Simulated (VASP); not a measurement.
A run of VASP 6.6.1 is set up as follows.

POSCAR

```
SiO2
1.0
    4.2143987500      0.0000000000      0.0000000000
    0.0000000000      4.2143987500      0.0000000000
    0.0000000000      0.0000000000      2.6890398900
Si O
2 4
Direct
    0.0000000000      0.0000000000      0.0000000000
    0.5000000000      0.5000000000      0.5000000000
    0.3061300000      0.3061300000      0.0000000000
    0.1938700000      0.8061300000      0.5000000000
    0.6938700000      0.6938700000      0.0000000000
    0.8061300000      0.1938700000      0.5000000000
```

INCAR.step1

```
SYSTEM = SiO2
ALGO = Normal ; EDIFF = 1E-4
ENCUT = 520 ; GGA = PE
ISMEAR = 0 ; LASPH = .True.
LCHARG = .False. ; LREAL = .False.
LWAVE = .True. ; NBANDS = 25
NELM = 60 ; PREC = Accurate
SIGMA = 0.1876
```

The input INCAR.step2:

```
SYSTEM = SiO2
ALGO = Normal ; EDIFF = 1E-6
ENCUT = 520 ; ISIF = 2
ISMEAR = 0 ; ISTART = 1
LASPH = .True. ; LCHARG = .False.
LMIXTAU = .True. ; LREAL = .False.
LWAVE = .False. ; METAGGA = R2SCAN
NBANDS = 25 ; NELM = 60
PREC = Accurate ; SIGMA = 0.1876
```

File KPOINTS:

```
k-points
0
Gamma
  6 6 9
  0 0 0
```

Potentials or basis: VASP PAW PBE potentials, release 64 (Si, O).

The run is started by

```bash
$ cat potpaw_PBE.64/Si/POTCAR potpaw_PBE.64/O/POTCAR > POTCAR
$ cp INCAR.step1 INCAR
$ mpirun -np 1 vasp_std > vasp.out
$ cp INCAR.step2 INCAR
$ mpirun -np 1 vasp_std > vasp.out
```

Problem. Estimate the band gap on the k mesh.

Solution. 6.11 eV, direct.

Problem. What does it give for the pressure?

Solution. -6.6 GPa.

Problem. What does it give for the largest force?

Solution. 0.116 eV/Å.

Forces in eV/Å, atoms in the order of the input:
```
Si   0.000  0.000  0.000
Si   0.000  0.000  0.000
O    0.082  0.082  0.000
O   -0.082  0.082  0.000
O   -0.082 -0.082  0.000
O    0.082 -0.082  0.000
```

Caveat: the PAW data sets were made with another functional, which shifts forces and pressure a little. A k mesh can miss the band edges.
